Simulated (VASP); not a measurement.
Here is a VASP 6.6.1 calculation.

Contents of POSCAR:

```
SiO2
1.0
    4.1851380385      0.0000000000      0.0000000000
    0.0000000000      4.1851380385      0.0000000000
    0.0000000000      0.0000000000      2.6689487487
Si O
2 4
Direct
    0.0000000000      0.0000000000      0.0000000000
    0.5000000000      0.5000000000      0.5000000000
    0.3060983512      0.3060983512      0.0000000000
    0.1939016488      0.8060983512      0.5000000000
    0.6939016488      0.6939016488      0.0000000000
    0.8060983512      0.1939016488      0.5000000000
```

Contents of INCAR.step1:

```
SYSTEM = SiO2
PREC = Accurate
ENCUT = 520
ISMEAR = 0
SIGMA = 0.02
LREAL = .False.
LASPH = .True.
NELM = 100
NBANDS = 25
GGA = PE
ALGO = Normal
EDIFF = 1E-4
LWAVE = .True.
LCHARG = .False.
```

INCAR.step2

```
SYSTEM = SiO2
PREC = Accurate
ENCUT = 520
EDIFF = 1E-7
ISMEAR = 0
SIGMA = 0.02
LREAL = .False.
LASPH = .True.
NELM = 100
ALGO = Normal
ISIF = 2
LWAVE = .False.
LCHARG = .True.
METAGGA = R2SCAN
LMIXTAU = .True.
LELF = .True.
LVHAR = .True.
NBANDS = 25
ISTART = 1
```

File KPOINTS:

```
Automatic mesh
0
Gamma
  6 6 8
  0 0 0
```

Potentials or basis: VASP PAW PBE potentials, release 64 (Si, O).

Launch:

```bash
$ cat potpaw_PBE.64/Si/POTCAR potpaw_PBE.64/O/POTCAR > POTCAR
$ cp INCAR.step1 INCAR
$ mpirun -np 1 vasp_std > vasp.out
$ cp INCAR.step2 INCAR
$ mpirun -np 1 vasp_std > vasp.out
```

**Question.** Estimate the band gap on the k mesh.

**Answer.** 6.51 eV, direct.

**Question.** What does it give for the largest force?

**Answer.** 0.021 eV/Å.

Forces on the atoms (eV/Å):
```
Si   0.000  0.000  0.000
Si   0.000  0.000  0.000
O   -0.015 -0.015  0.000
O    0.015 -0.015  0.000
O    0.015  0.015  0.000
O   -0.015  0.015  0.000
```

Caveat: the PAW data sets were made with another functional, which shifts forces and pressure a little. A k mesh can miss the band edges.
